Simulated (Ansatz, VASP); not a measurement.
Two plane-wave programs on KF

```
K F
1.0
     0.00000    2.65896    2.65896
     2.65896    0.00000    2.65896
     2.65896    2.65896    0.00000
K F
1 1
Cartesian
  0.0000 0.0000 0.0000
  2.6590 2.6590 2.6590
```

Alike in both runs: task single point; functional PBE-based screened hybrid with a share of 0.5 of exact exchange and HFSCREEN = 0.2078; k mesh 4 × 4 × 4; no spin polarisation.

```csv
,VASP,Ansatz
version,VASP 6.6.1,Ansatz 0.2.0
potentials or method,"VASP PAW PBE potentials, release 64 (K_sv, F)",plane waves
plane-wave cutoff (eV),520,420
occupations,"gaussian, width 0.01 eV",fixed
valence electrons in the cell,16,16
```

```csv
,VASP,Ansatz,Ansatz less VASP
gap on the k mesh at the Fermi level (eV),10.32,10.35,+0.026
pressure (GPa),0.2,0.1,-0.13
```

VASP's potentials were made for PBE, not for PBE-based screened hybrid. Ansatz's warnings: stress exchange threshold loose, stress scf threshold loose.

The k mesh is coarse, so the values compare programs but aren't converged.
